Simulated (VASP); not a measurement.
# In3As (Cmmm) in VASP: relaxation of cell and atoms with PBE

Aim: the relaxation of cell and atoms of In3As with PBE.

All numbers are computed with VASP 6.6.1; they aren't measurements. Logs are shortened: lines on timing, memory, paths and dates and some standing lists are left out, and cuts for length are marked.

### Step 1. The cell of the first run

Symmetry: Cmmm, No. 65, orthorhombic system. Conventional cell: a = 4.297 Å, b = 4.767 Å, c = 9.366 Å, α = 90.00°, β = 90.00°, γ = 90.00°. In (site symmetry mm2) has 1 As at 2.63 Å and 8 In at 2.97 to 3.21 Å within 3.5 Å. Within 3.9 Å of In (site symmetry mmm) lie 12 In at 2.97 to 3.21 Å. As (site symmetry mmm) has 2 In at 2.63 Å and 4 As at 3.21 Å within 3.5 Å.

### Step 2. Relaxation of cell and atoms, PBE

Input file INCAR:

```
SYSTEM = In3As
PREC     = Accurate       ! precision mode
ENCUT    = 600            ! plane-wave cutoff, eV
EDIFF    = 1E-6           ! SCF threshold, eV
ISMEAR   = 0              ! smearing method
SIGMA    = 0.1            ! smearing width, eV
LREAL    = .False.        ! projectors in reciprocal space
LASPH    = .True.         ! aspherical terms in the spheres
NELM     = 100            ! most SCF steps
ALGO     = Normal         ! electronic algorithm
ISIF     = 3              ! what is computed and relaxed
LWAVE    = .False.        ! write WAVECAR
LCHARG   = .False.        ! write CHGCAR
GGA      = PE             ! functional
IBRION   = 2              ! ionic algorithm
NSW      = 90             ! ionic steps
EDIFFG   = -0.04          ! ionic threshold
```

Input file KPOINTS:

```
Automatic mesh
0
Gamma
  6 6 2
  0 0 0
```

Input file POSCAR:

```
In3As
1.0
    2.1486551200     -2.3834170900      0.0000000000
    2.1486551200      2.3834170900      0.0000000000
    0.0000000000      0.0000000000      9.3659106400
In As
3 1
Direct
    0.5000000000      0.5000000000      0.2195076800
    0.5000000000      0.5000000000      0.7804923200
    0.0000000000      0.0000000000      0.0000000000
    0.5000000000      0.5000000000      0.5000000000
```

Potentials or basis: VASP PAW PBE potentials, release 64 (In_d, As).

Started as:

```
$ cat potpaw_PBE.64/In_d/POTCAR potpaw_PBE.64/As/POTCAR > POTCAR
$ mpirun -np 1 vasp_std > vasp.out
```

OUTCAR:

```text
SYSTEM = In3As
   PREC = Accurate
   ENCUT = 600
   EDIFF = 1E-6
   ISMEAR = 0
   LREAL = .False.
   LASPH = .True.
   NELM = 100
   ISIF = 3
   GGA = PE
   IBRION = 2
   NSW = 90
   EDIFFG = -0.04

 ion  position               nearest neighbor table
   1  0.500  0.500  0.220-   4 2.63   3 2.97   3 2.97   3 3.15   3 3.15
   2  0.500  0.500  0.780-   4 2.63   3 2.97   3 2.97   3 3.15   3 3.15
   3  0.000  0.000  0.000-   1 2.97   2 2.97   1 2.97   2 2.97   1 3.15   2 3.15   1 3.15   2 3.15

   4  0.500  0.500  0.500-   1 2.63   2 2.63

  LATTYP: Found a base centered orthorhombic cell.
 ALAT       =     4.2973102400
 B/A-ratio  =     1.1092599589
 C/A-ratio  =     2.1794820753

  Lattice vectors:

 A1 = (   2.1486551200,  -2.3834170900,   0.0000000000)
 A2 = (   2.1486551200,   2.3834170900,   0.0000000000)
 A3 = (   0.0000000000,   0.0000000000,   9.3659106400)

Analysis of symmetry for initial positions (statically):
=====================================================================
 Subroutine PRICEL returns:
 Original cell was already a primitive cell.

 Routine SETGRP: Setting up the symmetry group for a
 base centered orthorhombic supercell.

 Subroutine GETGRP returns: Found  8 space group operations
 (whereof  8 operations were pure point group operations)
 out of a pool of  8 trial point group operations.

The static configuration has the point symmetry D_2h.

Analysis of symmetry for dynamics (positions and initial velocities):
=====================================================================
 Subroutine PRICEL returns:
 Original cell was already a primitive cell.

 Routine SETGRP: Setting up the symmetry group for a
 base centered orthorhombic supercell.

 Subroutine GETGRP returns: Found  8 space group operations
 (whereof  8 operations were pure point group operations)
 out of a pool of  8 trial point group operations.

The dynamic configuration has the point symmetry D_2h.

 Subroutine INISYM returns: Found  8 space group operations
 (whereof  8 operations are pure point group operations),
 and found     1 'primitive' translations

----------------------------------------------------------------------------------------

                                     Primitive cell

  volume of cell :      95.9283

  direct lattice vectors                    reciprocal lattice vectors
     2.148655120 -2.383417090  0.000000000     0.232703702 -0.209782837  0.000000000
     2.148655120  2.383417090  0.000000000     0.232703702  0.209782837  0.000000000
     0.000000000  0.000000000  9.365910640     0.000000000  0.000000000  0.106770184

  length of vectors
     3.208955570  3.208955570  9.365910640     0.313304727  0.313304727  0.106770184

  position of ions in fractional coordinates (direct lattice)
     0.500000000  0.500000000  0.219507680
     0.500000000  0.500000000  0.780492320
     0.000000000  0.000000000  0.000000000
     0.500000000  0.500000000  0.500000000

  ion indices of the primitive-cell ions
   primitive index   ion index
                 1           1
                 2           2
                 3           3
                 4           4

----------------------------------------------------------------------------------------

 KPOINTS: Automatic mesh

Automatic generation of k-mesh.
 Grid dimensions read from file:
 generate k-points for:    6    6    2

 Generating k-lattice:

  Cartesian coordinates                     Fractional coordinates (reciprocal lattice)
     0.038783950 -0.034963806  0.000000000     0.166666667  0.000000000  0.000000000
     0.038783950  0.034963806  0.000000000     0.000000000  0.166666667  0.000000000
     0.000000000  0.000000000  0.053385092     0.000000000  0.000000000  0.500000000

  Length of vectors
     0.052217454  0.052217454  0.053385092

  Shift w.r.t. Gamma in fractional coordinates (k-lattice)
     0.000000000  0.000000000  0.000000000

 Subroutine IBZKPT returns following result:
 ===========================================

 Found     26 irreducible k-points:

 Following reciprocal coordinates:
            Coordinates               Weight
  0.000000  0.000000  0.000000      1.000000
  0.166667  0.000000  0.000000      4.000000
  0.333333  0.000000  0.000000      4.000000
  0.500000  0.000000  0.000000      2.000000
  0.166667  0.166667  0.000000      2.000000
  0.333333  0.166667  0.000000      4.000000
[... 16 lines left out ...]
  0.333333  0.333333  0.500000      2.000000
  0.500000  0.333333  0.500000      4.000000
 [... further k-points ...]
   k-points           NKPTS =     26   k-points in BZ     NKDIM =     26   number of bands    NBANDS=     26
   number of dos      NEDOS =    301   number of ions     NIONS =      4
   total plane-waves  NPLWV =  62720
   dimension x,y,z NGX =    28 NGY =   28 NGZ =   80
   dimension x,y,z NGXF=    56 NGYF=   56 NGZF=  160
   ions per type =               3   1
   NGX,Y,Z   is equivalent  to a cutoff of  14.51, 14.51, 14.20 a.u.
   NGXF,Y,Z  is equivalent  to a cutoff of  29.01, 29.01, 28.40 a.u.
 SYSTEM =  In3As
   PREC   = accura    normal or accurate (medium, high low for compatibility)
   ISTART =      0    job   : 0-new  1-cont  2-samecut
   ICHARG =      2    charge: 1-file 2-atom 10-const
   ISPIN  =      1    spin polarized calculation?
   LNONCOLLINEAR =      F non collinear calculations
   LSORBIT =      F    spin-orbit coupling
   LASPH  =      T    aspherical Exc in radial PAW
   ENCUT  =  600.0 eV  44.10 Ry    6.64 a.u.   6.41  6.41 18.71*2*pi/ulx,y,z
   NELM   =    100;   NELMIN=  2; NELMDL= -5     # of ELM steps
   EDIFF  = 0.1E-05   stopping-criterion for ELM
   LREAL  =      F    real-space projection
   EDIFFG = -.4E-01   stopping-criterion for IOM
   NSW    =     90    number of steps for IOM
   IBRION =      2    ionic relax: 0-MD 1-quasi-New 2-CG
   NFREE  =      1    steps in history (QN), initial steepest desc. (CG)
   ISIF   =      3    stress and relaxation
   ISYM   =      2    0-nonsym 1-usesym 2-fastsym
   POTIM  = 0.5000    time-step for ionic-motion
   TEBEG  =    0.0;   TEEND  =   0.0 temperature during run
   PSTRESS=    0.0 pullay stress
   NELECT =      44.0000    total number of electrons
   NUPDOWN=      -1.0000    fix difference up-down
   EMIN   =  10.00;   EMAX   =-10.00  energy-range for DOS
   EFERMI =   0.00;   METHOD = LEGACY
   ISMEAR =     0;   SIGMA  =   0.10  broadening in eV -4-tet -1-fermi 0-gaus
   EFERMI_NEDOS =   21; number of points for ismear=-14 and -15
   IALGO  =     38    algorithm
   IMIX   =      4    mixing-type and parameters
     AMIX     =   0.40;   BMIX     =  1.00
     AMIX_MAG =   1.60;   BMIX_MAG =  1.00
  volume/ion in A,a.u.               =      23.98       161.84
  Fermi-wavevector in a.u.,A,eV,Ry     =   1.262535  2.385845 21.687618  1.593995
  Thomas-Fermi vector in A             =   2.395938
   LORBIT       =      0    0 simple, 1 ext, 2 COOP (PROOUT), +10 PAW based schemes
   GGA     = PE    functional components
   LHFCALC =     F    Hartree Fock is set to
   AEXX    =    0.0000 exact exchange contribution
   IVDW    =     0    specifies the selected vdW correction
   LEPSILON=     F    determine dielectric tensor
   LRPA    =     F    only Hartree local field effects (RPA)
 conjugate gradient relaxation of ions
 non-spin polarized calculation
 Gauss-broadening in eV      SIGMA  =   0.10
  energy-cutoff  :      600.00
  volume of cell :       95.93
 maximum number of plane-waves:      3242
 NGX is ok and might be reduce to    28
   NGX = 13   NGY = 13   NGZ = 37

--------------------------------------- Ionic step        1  -------------------------------------------

 number of electron      44.0000002 magnetization

 Free energy of the ion-electron system (eV)
  ---------------------------------------------------
  ext. energy  EPLUGINS =         0.00000000
  ---------------------------------------------------
  free energy    TOTEN  =       -10.98253253 eV

  energy without entropy =      -10.96869721  energy(sigma->0) =      -10.97561487

------------------------ aborting loop because EDIFF is reached ----------------------------------------

  FORCE on cell =-STRESS in cart. coord.  units (eV):
  Direction    XX          YY          ZZ          XY          YZ          ZX
  --------------------------------------------------------------------------------------
  -------------------------------------------------------------------------------------
  Total        3.6681441      3.7688508      7.5413916      0.0000000      0.0000000      0.0000000
  in kB       61.2646841     62.9466706    125.9549690      0.0000000      0.0000000      0.0000000
  external PRESSURE =      83.3887746 kB  Pullay stress =       0.0000000 kB
[... 95 lines left out ...]
  FREE ENERGIE OF THE ION-ELECTRON SYSTEM (eV)
  ---------------------------------------------------
  free  energy   TOTEN  =       -11.3457657116 eV

  energy  without entropy=      -11.3236504677  energy(sigma->0) =      -11.33470809

 E-fermi :   6.6169     XC(G=0): -10.0045

 val. band max:        6.5844674674   @ k =  -0.3333   0.3333   0.5000
 cond. band min:       6.6502893474   @ k =   0.3333   0.3333   0.5000
 fundamental gap:      0.0658218800
 Fermi energy:         6.6169119772

 k-point     1 :       0.0000    0.0000    0.0000
  band No.  band energies     occupation
      1      -8.6507      2.00000
      2      -8.6390      2.00000
      3      -8.4427      2.00000
      4      -8.3773      2.00000
      5      -8.3402      2.00000
      6      -8.1725      2.00000
[... 685 lines left out ...]
     25       8.2014      0.00000
     26       9.5905      0.00000

 [... further k-points ...]

[... ionic steps 4 to 19 ...]

--------------------------------------- Ionic step       20  -------------------------------------------

 number of electron      44.0000003 magnetization

------------------------ aborting loop because EDIFF is reached ----------------------------------------

  FORCE on cell =-STRESS in cart. coord.  units (eV):
  Direction    XX          YY          ZZ          XY          YZ          ZX
  --------------------------------------------------------------------------------------
  -------------------------------------------------------------------------------------
  Total       -0.0371107      0.1951689     -0.0639782      0.0000000      0.0000000      0.0000000
  in kB       -0.5682540      2.9885016     -0.9796590      0.0000000      0.0000000      0.0000000
  external PRESSURE =       0.4801962 kB  Pullay stress =       0.0000000 kB
[... 61 lines left out ...]
  energy  without entropy=      -11.8664318501  energy(sigma->0) =      -11.87030948

--------------------------------------- Ionic step       22  -------------------------------------------

 number of electron      44.0000004 magnetization

 Free energy of the ion-electron system (eV)
  ---------------------------------------------------
  ext. energy  EPLUGINS =         0.00000000
  ---------------------------------------------------
  free energy    TOTEN  =       -11.87457375 eV

  energy without entropy =      -11.86653516  energy(sigma->0) =      -11.87055446

 E-fermi :   6.4657     XC(G=0):  -9.9512

 val. band max:        6.4654488080   @ k =   0.5000   0.3333   0.0000
 cond. band min:       6.5437048519   @ k =   0.5000   0.5000   0.0000
 fundamental gap:      0.0782560439
 Fermi energy:         6.4656729657

 k-point     1 :       0.0000    0.0000    0.0000
  band No.  band energies     occupation
      1      -8.6691      2.00000
      2      -8.6648      2.00000
      3      -8.4169      2.00000
      4      -8.4037      2.00000
      5      -8.3855      2.00000
      6      -8.1517      2.00000
[... 685 lines left out ...]
     25       8.0228      0.00000
     26       9.6655      0.00000

 [... further k-points ...]

------------------------ aborting loop because EDIFF is reached ----------------------------------------

  FORCE on cell =-STRESS in cart. coord.  units (eV):
  Direction    XX          YY          ZZ          XY          YZ          ZX
  --------------------------------------------------------------------------------------
  -------------------------------------------------------------------------------------
  Total       -0.0531578      0.0553913      0.0119906      0.0000000      0.0000000      0.0000000
  in kB       -0.8119407      0.8460568      0.1831463      0.0000000      0.0000000      0.0000000
  external PRESSURE =       0.0724208 kB  Pullay stress =       0.0000000 kB
[... 19 lines left out ...]
  FREE ENERGIE OF THE ION-ELECTRON SYSTEM (eV)
  ---------------------------------------------------
  free  energy   TOTEN  =       -11.8745737498 eV

  energy  without entropy=      -11.8665351624  energy(sigma->0) =      -11.87055446

 reached required accuracy - stopping structural energy minimisation
```

Run time: 15 min. Hardware: 1 thread of Intel Xeon Platinum 8488C (Sapphire Rapids), shared host; peak memory 0.29 GiB.

Results:

```
Free energy                            : -11.8746 eV
Relaxed volume                         : 26.22 Å³/atom
Relaxed cell                           : a = 3.035 Å, b = 3.035 Å, c = 11.392 Å, α = 90.00°, β = 90.00°, γ = 89.51°
Space group after relaxing (to 0.05 Å) : Cmmm (No. 65)
Energy gained by relaxing              : 223.0 meV/atom
Ionic steps                            : 22
Pressure after relaxing                : 0.0 GPa
Largest force after relaxing           : 0.004 eV/Å
Band gap on the k mesh                 : zero (band 22 reaches 9.34 eV, above the bottom of band 23 at 5.01 eV)
```

Forces in eV/Å, atoms in the order of the input:
```
In   0.000  0.000 -0.004
In   0.000  0.000  0.004
In   0.000  0.000  0.000
As   0.000  0.000  0.000
```

The path:
| step | energy change (eV) | largest force (eV/Å) | pressure (GPa) | volume (Å³) |
| --- | --- | --- | --- | --- |
| 1 | 0.0000 | 0.0876 | 8.34 | 95.93 |
| 2 | -0.3545 | 0.1593 | -1.20 | 114.25 |
| 3 | -0.3632 | 0.1288 | -0.29 | 110.97 |
| 4 | -0.3897 | 0.2466 | -0.20 | 110.47 |
| 5 | -0.5042 | 0.3173 | -0.22 | 108.86 |
| 6 | -0.7251 | 0.5683 | 0.29 | 105.12 |
| 7 | -0.2808 | 0.6992 | 7.18 | 95.67 |
| 8 | -0.7777 | 0.6371 | 1.10 | 102.89 |
| 9 | -0.7895 | 0.5867 | 0.86 | 103.19 |
| 10 | -0.7939 | 0.5394 | 0.65 | 103.49 |
| 11 | -0.8131 | 0.4920 | 0.31 | 104.09 |
| 12 | -0.8502 | 0.3445 | -0.55 | 105.89 |
| 13 | -0.8398 | 0.0292 | -1.67 | 109.50 |
| 14 | -0.8586 | 0.2143 | -1.10 | 107.38 |
| 15 | -0.8740 | 0.1395 | -0.66 | 106.13 |
| 16 | -0.8819 | 0.0210 | 0.04 | 104.52 |
| 17 | -0.8886 | 0.0159 | 0.18 | 104.24 |
| 18 | -0.8899 | 0.0148 | 0.28 | 104.07 |
| 19 | -0.8899 | 0.0150 | 0.28 | 104.05 |
| 20 | -0.8913 | 0.0096 | 0.05 | 104.63 |
| 21 | -0.8917 | 0.0050 | -0.11 | 105.04 |
| 22 | -0.8920 | 0.0041 | 0.01 | 104.89 |

Final structure:
```
In As
1.0
     2.15481   -2.13663    0.00000
     2.15481    2.13663    0.00000
     0.00000    0.00000   11.39159
In As
3 1
Direct
  0.50000 0.50000 0.24259
  0.50000 0.50000 0.75741
  0.00000 0.00000 0.00000
  0.50000 0.50000 0.50000
```

Levels at points of the mesh, in eV from the Fermi level:
```tsv
k point	band 19	band 20	band 21	band 22	band 23	band 24	band 25	band 26
(0.00, 0.00, 0.00)	-5.78	-4.18	0.74	1.49	2.88	2.92	7.28	7.30
(0.50, 0.00, 0.00)	-4.67	-4.30	-3.04	-1.57	-1.24	-0.96	2.28	4.19
(0.50, 0.50, 0.00)	-1.59	-0.74	-0.62	-0.12	0.08	0.12	0.24	1.53
(0.00, 0.00, 0.50)	-6.74	-2.37	-1.90	2.88	2.92	4.19	5.58	7.16
(0.50, 0.00, 0.50)	-4.70	-3.81	-3.00	-2.59	-1.45	0.49	2.20	3.04
(0.50, 0.50, 0.50)	-1.60	-0.91	-0.79	-0.10	0.24	0.50	0.62	1.14
```

Caveat: spin-orbit coupling is left out, which moves the levels of the heavy elements.
